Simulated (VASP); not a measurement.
# TiC in VASP: relaxation of the atoms with LDA

Aim: the relaxation of the atoms of TiC with LDA.

Program: VASP 6.6.1. These are calculated values, not measurements. Logs are shortened: lines on timing, memory, paths and dates and some standing lists are left out, and cuts for length are marked.

### Step 1. The cell of the first run

The cell holds a slab with vacuum, 6 atoms: a = 3.013 Å, b = 3.013 Å, c = 20.261 Å, α = 90.00°, β = 90.00°, γ = 90.00°.

### Step 2. Relaxation of the atoms, LDA

INCAR

```
SYSTEM = TiC
  PREC = Accurate
  ENCUT = 520
  EDIFF = 1E-7
  ISMEAR = -1
  SIGMA = 0.08
  LREAL = .False.
  LASPH = .True.
  NELM = 80
  ALGO = Normal
  ISIF = 2
  LWAVE = .False.
  LCHARG = .False.
  LDIPOL = .True.
  IDIPOL = 3
  DIPOL = 0.5 0.5 0.500
  IBRION = 2
  NSW = 60
  EDIFFG = -0.01
```

KPOINTS

```
Automatic mesh
0
Gamma
  11 11 1
  0 0 0
```

POSCAR

```
TiC
1.0
    3.0129104802      0.0000000000      0.0000000000
    0.0000000000      3.0129104802      0.0000000000
    0.0000000000      0.0000000000     20.2609000000
Ti C
3 3
Direct
    0.2500000000      0.2500000000      0.3948492203
    0.7500000000      0.7500000000      0.5000000000
    0.2500000000      0.2500000000      0.6051507797
    0.7500000000      0.7500000000      0.3948492203
    0.2500000000      0.2500000000      0.5000000000
    0.7500000000      0.7500000000      0.6051507797
```

Potentials or basis: VASP PAW LDA potentials, release 64 (Ti_sv, C).

Run with:

```sh
cat potpaw_LDA.64/Ti_sv/POTCAR potpaw_LDA.64/C/POTCAR > POTCAR
mpirun -np 1 vasp_std > vasp.out
```

OUTCAR:

```text
SYSTEM = TiC
   PREC = Accurate
   ENCUT = 520
   EDIFF = 1E-7
   ISMEAR = -1
   LREAL = .False.
   LASPH = .True.
   NELM = 80
   ISIF = 2
   IBRION = 2
   NSW = 60
   EDIFFG = -0.01

 ion  position               nearest neighbor table
   1  0.250  0.250  0.395-   4 2.13   4 2.13   4 2.13   4 2.13   5 2.13
   2  0.750  0.750  0.500-   5 2.13   5 2.13   5 2.13   5 2.13   6 2.13   4 2.13
   3  0.250  0.250  0.605-   6 2.13   6 2.13   6 2.13   6 2.13   5 2.13
   4  0.750  0.750  0.395-   1 2.13   1 2.13   1 2.13   1 2.13   2 2.13
   5  0.250  0.250  0.500-   2 2.13   2 2.13   2 2.13   2 2.13   3 2.13   1 2.13
   6  0.750  0.750  0.605-   3 2.13   3 2.13   3 2.13   3 2.13   2 2.13

  LATTYP: Found a simple tetragonal cell.
 ALAT       =     3.0129104802
 C/A-ratio  =     6.7246936586

  Lattice vectors:

 A1 = (   3.0129104802,   0.0000000000,   0.0000000000)
 A2 = (   0.0000000000,   3.0129104802,   0.0000000000)
 A3 = (   0.0000000000,   0.0000000000,  20.2609000000)

Analysis of symmetry for initial positions (statically):
=====================================================================
 Subroutine PRICEL returns:
 Original cell was already a primitive cell.

 Routine SETGRP: Setting up the symmetry group for a
 simple tetragonal supercell.

 Subroutine GETGRP returns: Found 16 space group operations
 (whereof  4 operations were pure point group operations)
 out of a pool of 16 trial point group operations.

The static configuration has the point symmetry C_2v.
 The point group associated with its full space group is D_4h.

Analysis of symmetry for dynamics (positions and initial velocities):
=====================================================================
 Subroutine PRICEL returns:
 Original cell was already a primitive cell.

 Routine SETGRP: Setting up the symmetry group for a
 simple tetragonal supercell.

 Subroutine GETGRP returns: Found 16 space group operations
 (whereof  4 operations were pure point group operations)
 out of a pool of 16 trial point group operations.

The dynamic configuration has the point symmetry C_2v.
 The point group associated with its full space group is D_4h.

 Subroutine INISYM returns: Found 16 space group operations
 (whereof  4 operations are pure point group operations),
 and found     1 'primitive' translations

----------------------------------------------------------------------------------------

                                     Primitive cell

  volume of cell :     183.9209

  direct lattice vectors                    reciprocal lattice vectors
     3.012910480  0.000000000  0.000000000     0.331904982  0.000000000  0.000000000
     0.000000000  3.012910480  0.000000000     0.000000000  0.331904982  0.000000000
     0.000000000  0.000000000 20.260900000     0.000000000  0.000000000  0.049356149

  length of vectors
     3.012910480  3.012910480 20.260900000     0.331904982  0.331904982  0.049356149

  position of ions in fractional coordinates (direct lattice)
     0.250000000  0.250000000  0.394849220
     0.750000000  0.750000000  0.500000000
     0.250000000  0.250000000  0.605150780
     0.750000000  0.750000000  0.394849220
     0.250000000  0.250000000  0.500000000
     0.750000000  0.750000000  0.605150780

  ion indices of the primitive-cell ions
   primitive index   ion index
                 1           1
                 2           2
                 3           3
                 4           4
                 5           5
                 6           6

----------------------------------------------------------------------------------------

 KPOINTS: Automatic mesh

Automatic generation of k-mesh.
 Grid dimensions read from file:
 generate k-points for:   11   11    1

 Generating k-lattice:

  Cartesian coordinates                     Fractional coordinates (reciprocal lattice)
     0.030173180  0.000000000  0.000000000     0.090909091  0.000000000  0.000000000
     0.000000000  0.030173180  0.000000000     0.000000000  0.090909091  0.000000000
     0.000000000  0.000000000  0.049356149     0.000000000  0.000000000  1.000000000

  Length of vectors
     0.030173180  0.030173180  0.049356149

  Shift w.r.t. Gamma in fractional coordinates (k-lattice)
     0.000000000  0.000000000  0.000000000

 Subroutine IBZKPT returns following result:
 ===========================================

 Found     21 irreducible k-points:

 Following reciprocal coordinates:
            Coordinates               Weight
  0.000000  0.000000  0.000000      1.000000
  0.090909  0.000000  0.000000      4.000000
  0.181818  0.000000  0.000000      4.000000
  0.272727  0.000000  0.000000      4.000000
  0.363636  0.000000  0.000000      4.000000
  0.454545  0.000000  0.000000      4.000000
[... 13 lines left out ...]
  0.454545  0.363636  0.000000      8.000000
  0.454545  0.454545  0.000000      4.000000
   k-points           NKPTS =     21   k-points in BZ     NKDIM =     21   number of bands    NBANDS=     28
   number of dos      NEDOS =    301   number of ions     NIONS =      6
   total plane-waves  NPLWV =  92160
   dimension x,y,z NGX =    24 NGY =   24 NGZ =  160
   dimension x,y,z NGXF=    48 NGYF=   48 NGZF=  320
   ions per type =               3   3
   NGX,Y,Z   is equivalent  to a cutoff of  13.24, 13.24, 13.13 a.u.
   NGXF,Y,Z  is equivalent  to a cutoff of  26.49, 26.49, 26.26 a.u.
 SYSTEM =  TiC
   PREC   = accura    normal or accurate (medium, high low for compatibility)
   ISTART =      0    job   : 0-new  1-cont  2-samecut
   ICHARG =      2    charge: 1-file 2-atom 10-const
   ISPIN  =      1    spin polarized calculation?
   LNONCOLLINEAR =      F non collinear calculations
   LSORBIT =      F    spin-orbit coupling
   LASPH  =      T    aspherical Exc in radial PAW
   ENCUT  =  520.0 eV  38.22 Ry    6.18 a.u.   5.60  5.60 37.67*2*pi/ulx,y,z
   NELM   =     80;   NELMIN=  2; NELMDL= -5     # of ELM steps
   EDIFF  = 0.1E-06   stopping-criterion for ELM
   LREAL  =      F    real-space projection
   EDIFFG = -.1E-01   stopping-criterion for IOM
   NSW    =     60    number of steps for IOM
   IBRION =      2    ionic relax: 0-MD 1-quasi-New 2-CG
   NFREE  =      1    steps in history (QN), initial steepest desc. (CG)
   ISIF   =      2    stress and relaxation
   ISYM   =      2    0-nonsym 1-usesym 2-fastsym
   POTIM  = 0.5000    time-step for ionic-motion
   TEBEG  =    0.0;   TEEND  =   0.0 temperature during run
   PSTRESS=    0.0 pullay stress
   NELECT =      48.0000    total number of electrons
   NUPDOWN=      -1.0000    fix difference up-down
   EMIN   =  10.00;   EMAX   =-10.00  energy-range for DOS
   EFERMI =   0.00;   METHOD = LEGACY
   ISMEAR =    -1;   SIGMA  =   0.08  broadening in eV -4-tet -1-fermi 0-gaus
   EFERMI_NEDOS =   21; number of points for ismear=-14 and -15
   IALGO  =     38    algorithm
   IMIX   =      4    mixing-type and parameters
     AMIX     =   0.40;   BMIX     =  1.00
     AMIX_MAG =   1.60;   BMIX_MAG =  1.00
  volume/ion in A,a.u.               =      30.65       206.86
  Fermi-wavevector in a.u.,A,eV,Ry     =   1.046192  1.977017 14.891826  1.094518
  Thomas-Fermi vector in A             =   2.181020
   LORBIT       =      0    0 simple, 1 ext, 2 COOP (PROOUT), +10 PAW based schemes
   GGA     = CA    functional components
   LHFCALC =     F    Hartree Fock is set to
   AEXX    =    0.0000 exact exchange contribution
   IVDW    =     0    specifies the selected vdW correction
   LEPSILON=     F    determine dielectric tensor
   LRPA    =     F    only Hartree local field effects (RPA)
 conjugate gradient relaxation of ions
 non-spin polarized calculation
  energy-cutoff  :      520.00
  volume of cell :      183.92
 maximum number of plane-waves:      4983
 NGX is ok and might be reduce to    24
   NGX = 11   NGY = 11   NGZ = 75

--------------------------------------- Ionic step        1  -------------------------------------------

 number of electron      47.9999998 magnetization

 Free energy of the ion-electron system (eV)
  ---------------------------------------------------
  ext. energy  EPLUGINS =         0.00000000
  ---------------------------------------------------
  free energy    TOTEN  =       -59.12238349 eV

  energy without entropy =      -59.09745955  energy(sigma->0) =      -59.10992152

 E-fermi :   0.1602     XC(G=0):  -5.1348

 val. band max:        0.1151071549   @ k =   0.0000   0.0000   0.0000
 cond. band min:       0.1928499257   @ k =   0.4545   0.3636   0.0000
 fundamental gap:      0.0777427708
 Fermi energy:         0.1601700032

 k-point     1 :       0.0000    0.0000    0.0000
  band No.  band energies     occupation
      1     -55.6122      2.00000
      2     -55.5967      2.00000
      3     -55.4659      2.00000
      4     -32.5577      2.00000
      5     -32.4659      2.00000
      6     -32.1000      2.00000
[... 799 lines left out ...]
--------------------------------------- Ionic step        5  -------------------------------------------

 number of electron      47.9999996 magnetization

 dipolmoment           0.000000      0.000000      0.000000 electrons x Angstroem

------------------------ aborting loop because EDIFF is reached ----------------------------------------

  FORCE on cell =-STRESS in cart. coord.  units (eV):
  Direction    XX          YY          ZZ          XY          YZ          ZX
  --------------------------------------------------------------------------------------
  -------------------------------------------------------------------------------------
  Total       -3.8773394     -3.8773394     -0.0095000      0.0000000      0.0000000     -0.0000000
  in kB      -33.7763887    -33.7763887     -0.0827564      0.0000000      0.0000000     -0.0000000
  external PRESSURE =     -22.5451779 kB  Pullay stress =       0.0000000 kB
[... 27 lines left out ...]
--------------------------------------- Ionic step        6  -------------------------------------------

 number of electron      47.9999996 magnetization

 dipolmoment           0.000000      0.000000     -0.000000 electrons x Angstroem

 Free energy of the ion-electron system (eV)
  ---------------------------------------------------
  ext. energy  EPLUGINS =         0.00000000
  ---------------------------------------------------
  free energy    TOTEN  =       -59.23883365 eV

  energy without entropy =      -59.21079279  energy(sigma->0) =      -59.22481322

 E-fermi :  -0.1903     XC(G=0):  -5.0690

 val. band max:       -0.2266548000   @ k =   0.0000   0.0000   0.0000
 cond. band min:      -0.1488932281   @ k =   0.0909   0.0000   0.0000
 fundamental gap:      0.0777615719
 Fermi energy:        -0.1902924370

 k-point     1 :       0.0000    0.0000    0.0000
  band No.  band energies     occupation
      1     -55.7844      2.00000
      2     -55.6984      2.00000
      3     -55.6633      2.00000
      4     -32.7109      2.00000
      5     -32.5678      2.00000
      6     -32.3465      2.00000
[... 640 lines left out ...]
     27       2.2526      0.00000
     28       2.4603      0.00000

------------------------ aborting loop because EDIFF is reached ----------------------------------------

 vacuum level on the upper side and lower side of the slab       (xc-potential included)        -0.008        -0.008

  FORCE on cell =-STRESS in cart. coord.  units (eV):
  Direction    XX          YY          ZZ          XY          YZ          ZX
  --------------------------------------------------------------------------------------
  -------------------------------------------------------------------------------------
  Total       -3.8801525     -3.8801525     -0.0196620     -0.0000000      0.0000000      0.0000000
  in kB      -33.8008937    -33.8008937     -0.1712802     -0.0000000      0.0000000      0.0000000
  external PRESSURE =     -22.5910226 kB  Pullay stress =       0.0000000 kB
[... 21 lines left out ...]
  FREE ENERGIE OF THE ION-ELECTRON SYSTEM (eV)
  ---------------------------------------------------
  free  energy   TOTEN  =       -59.2388336519 eV

  energy  without entropy=      -59.2107927942  energy(sigma->0) =      -59.22481322

 reached required accuracy - stopping structural energy minimisation

 vacuum level on the upper side and lower side of the slab         4.561         4.561
```

Wall time 13 min (1 thread of Oxide Virtual Turin-like, shared host); peak memory 0.25 GiB.

Results:

| Property | Result |
| --- | --- |
| Free energy | -59.2388 eV |
| Energy gained by relaxing | 19.4 meV/atom |
| Ionic steps | 6 |
| Largest force after relaxing | 0.010 eV/Å |
| Band gap on the k mesh | zero (bands 24 and 25 overlap by 0.83 eV) |

Forces on the atoms (eV/Å):
```
Ti   0.000  0.000 -0.010
Ti   0.000  0.000  0.000
Ti   0.000  0.000  0.010
C    0.000  0.000  0.007
C    0.000  0.000  0.000
C    0.000  0.000 -0.007
```

The path:
```
step  energy change (eV)  largest force (eV/Å)  pressure (GPa)
   1              0.0000                1.3782           -3.22
   2             -0.1146                0.1408           -2.47
   3             -0.1151                0.0795           -2.53
   4             -0.1158                0.0571           -2.44
   5             -0.1165                0.0108           -2.25
   6             -0.1165                0.0096           -2.26
```

Final structure:
```yaml
crystal:
  lattice:
    - [3.01291, 0.00000, 0.00000]
    - [0.00000, 3.01291, 0.00000]
    - [0.00000, 0.00000, 20.26090]
  atoms:
    - { symbol: Ti, position: [0.25000, 0.25000, 0.39829] }
    - { symbol: Ti, position: [0.75000, 0.75000, 0.50000] }
    - { symbol: Ti, position: [0.25000, 0.25000, 0.60171] }
    - { symbol: C, position: [0.75000, 0.75000, 0.39371] }
    - { symbol: C, position: [0.25000, 0.25000, 0.50000] }
    - { symbol: C, position: [0.75000, 0.75000, 0.60629] }
```

The gap in the log of VASP goes by the Fermi energy; the results here count the filled bands.